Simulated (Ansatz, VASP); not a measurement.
## One calculation of Zr2TeSe, two programs

```xyz
4
Lattice="3.9874 0.0000 0.0000 0.0000 4.0711 0.0000 0.0000 0.0000 7.1727" Properties=species:S:1:pos:R:3 pbc="T T T"
Zr    1.9937    0.0000    5.5074
Zr    1.9937    0.0000    1.6653
Te    1.9937    2.0356    3.5864
Se    0.0000    0.0000    0.0000
```

Change from the starting cell: species swapped into the CuPtO2 type (Pmmm, No. 47).

Alike in both runs: functional PBE; k mesh 12 × 12 × 8; occupations gaussian, width 0.1 eV; no spin polarisation.

Ansatz relaxed the structure, and its values are those at the end. VASP's run is a single point on that final structure, the one shown.

```csv
,VASP,Ansatz
version,VASP 6.6.1,Ansatz 0.2.0
potentials or method,"VASP PAW PBE potentials, release 64 (Zr_sv, Te, Se), cutoff 520 eV","scalar-relativistic, plane waves, PAW"
valence electrons in the cell,36,56
```

|  | VASP | Ansatz | Ansatz less VASP |
| --- | --- | --- | --- |
| gap on the k mesh at the Fermi level (eV) | none | none | - |
| pressure (GPa) | 0.1 | 0.0 | -0.06 |
| rms of the force components (eV/Å) | 0.005 | 0.000 | -0.0046 |

A gap of «none» marks a metal or a gap that the smearing closes. VASP's potentials hold 36 valence electrons a cell and Ansatz's 56, so a difference there can come from the potentials and not from the codes.

Neither program's run includes spin-orbit coupling.
